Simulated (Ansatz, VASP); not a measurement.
One calculation of Re, two programs

```
Re
1.0
     2.73784    0.00000    0.00000
    -1.36892    2.37104    0.00000
     0.00000    0.00000    4.41515
Re
2
Direct
  0.33333 0.66667 0.25000
  0.66667 0.33333 0.75000
```

Alike in both runs: task single point; functional LDA; k mesh 21 × 21 × 12; occupations fermi-dirac, width 0.05 eV; no spin polarisation.

|  | VASP | Ansatz |
| --- | --- | --- |
| version | VASP 6.6.1 | Ansatz 0.2.0 |
| potentials or method | VASP PAW LDA potentials, release 64 (Re), cutoff 520 eV | all-electron PAW with datasets made for the crystal, scalar-relativistic |

Ansatz gave:

```
pressure (GPa)                                                : 0.1
traceless stress, the component that is largest in VASP (GPa) : 0.00
```

Question: What did VASP give for the same quantities?

Answer: Pressure (GPa): 1.6; traceless stress, the component that is largest in VASP (GPa): -0.11.

LDA's correlation is that of Perdew and Zunger in VASP and of Perdew and Wang (1992) in Ansatz. Ansatz ran all-electron here, and VASP with PAW potentials.

Spin-orbit coupling is off throughout.
